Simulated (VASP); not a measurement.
Set up this calculation in VASP 6.6.1, as the native input.

```yaml
Task: single point
Functional: PBE
Dispersion: D3(BJ)
Potentials_or_basis: VASP PAW PBE potentials, release 64 (B, N)
Cutoff: 520 eV
k_mesh: 12 × 12 × 1
Occupations: gaussian, width 0.02 eV
Spin: no spin polarisation
Dipole_correction: yes
Further_INCAR_settings: ALGO = Normal; EDIFF = 1e-06; NBANDS = 11
```

The structure of BN lies in POSCAR:

```
BN
1.0
    2.5770000000      0.0000000000      0.0000000000
   -1.2885000000      2.2317474655      0.0000000000
    0.0000000000      0.0000000000     26.0000000000
B N
1 1
Direct
    0.0000000000      0.0000000000      0.5055000000
    0.6666666667      0.3333333333      0.4945000000
```

These files were run (other wordings do the same):

INCAR

```
PREC = Accurate
ENCUT = 520
EDIFF = 1E-6
ISMEAR = 0
SIGMA = 0.02
LREAL = False
LASPH = True
NELM = 80
ALGO = Normal
ISIF = 2
LWAVE = False
LCHARG = True
LDIPOL = True
IDIPOL = 3
DIPOL = 0.5 0.5 0.500
GGA = PE
IVDW = 12
LELF = True
LVHAR = True
LVACPOTAV = True
NBANDS = 11
```

KPOINTS

```
Automatic mesh
0
Gamma
  12 12 1
```

Potentials or basis: VASP PAW PBE potentials, release 64 (B, N).

Command:

```console
$ cat potpaw_PBE.64/B/POTCAR potpaw_PBE.64/N/POTCAR > POTCAR
$ mpirun -np 1 vasp_std > vasp.out
```

It gave:

- Largest force: 4.146 eV/Å
- Band gap on the k mesh: 3.79 eV (least direct gap 4.03 eV)
- Dispersion energy per atom: -0.073 eV

Wall time 36 s on 1 thread of AMD EPYC 7R13 Processor (Zen 3), with other jobs on the host, peak memory 0.24 GiB.
